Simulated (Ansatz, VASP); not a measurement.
**One calculation of Ti, two programs**

Contents of POSCAR:

```
Ti
1.0
    2.9499978604     -0.0442499679      0.0000000000
   -1.5133205265      2.5768980722      0.0000000000
    0.0000000000      0.0000000000      4.6860000000
Ti
2
Direct
    0.3333333333      0.6666666667      0.2500000000
    0.6666666667      0.3333333333      0.7500000000
```

INCAR.step1

```
ALGO     = Normal         # electronic algorithm
EDIFF    = 1E-4           # SCF threshold, eV
ENCUT    = 520            # plane-wave cutoff, eV
GGA      = PE             # functional
ISMEAR   = 0              # smearing method
LASPH    = T              # aspherical terms in the spheres
LCHARG   = F              # write CHGCAR
LREAL    = F              # projectors in reciprocal space
LWAVE    = T              # write WAVECAR
NBANDS   = 19             # bands
NELM     = 60             # most SCF steps
PREC     = Accurate       # precision mode
SIGMA    = 0.15           # smearing width, eV
```

The input INCAR.step2:

```
ALGO     = Normal         # electronic algorithm
EDIFF    = 1E-7           # SCF threshold, eV
ENCUT    = 520            # plane-wave cutoff, eV
ISIF     = 2              # what is computed and relaxed
ISMEAR   = 0              # smearing method
ISTART   = 1            
LASPH    = T              # aspherical terms in the spheres
LCHARG   = F              # write CHGCAR
LMIXTAU  = T            
LREAL    = F              # projectors in reciprocal space
LWAVE    = F              # write WAVECAR
METAGGA  = R2SCAN         # meta-GGA
NBANDS   = 19             # bands
NELM     = 60             # most SCF steps
PREC     = Accurate       # precision mode
SIGMA    = 0.15           # smearing width, eV
```

File KPOINTS:

```
k-points
0
Gamma
  18 18 10
```

Input for Ansatz:

```yaml
crystal:
  lattice:
    - [2.9499978604, -0.0442499679, 0.0]
    - [-1.5133205265, 2.5768980722, 0.0]
    - [0.0, 0.0, 4.686]
  atoms:
    - { symbol: Ti, position: [0.3333333333, 0.6666666667, 0.25] }
    - { symbol: Ti, position: [0.6666666667, 0.3333333333, 0.75] }
basis:
  ecutwfc: 500
kpoints:
  mp_grid: { grid: [18, 18, 10] }
hamiltonian:
  xc: r2scan
scf:
  occupations: { method: gaussian, width: 0.15 }
output:
  forces: true
  stress: true
  eigenvalues: true
```

Change from the starting cell: strain -0.0300 x Voigt [0, 0, 0, 0, 0, 1], atoms carried along.

Alike in both runs: task single point; functional r2SCAN; k mesh 18 × 18 × 10; occupations gaussian, width 0.15 eV; no spin polarisation.

|  | VASP | Ansatz |
| --- | --- | --- |
| version | VASP 6.6.1 | Ansatz 0.2.0 |
| potentials or method | VASP PAW PBE potentials, release 64 (Ti_sv), cutoff 520 eV | scalar-relativistic, plane waves, PAW |
| valence electrons in the cell | 24 | 24 |

```tsv
	VASP	Ansatz	Ansatz less VASP
gap on the k mesh at the Fermi level (eV)	none	none	-
pressure (GPa)	-1.9	-2.2	-0.35
traceless stress, the component that is largest in VASP (GPa)	2.19	2.18	-0.007
rms of the force components (eV/Å)	0.057	0.057	-0.0003
```

VASP's potentials were made for PBE, not for r2SCAN. Atom by atom the forces differ by 0.000 eV/Å (rms over components). A gap of «none» marks a metal or a gap that the smearing closes. With one functional, cell and mesh, what is left measures potentials, basis and numerics.
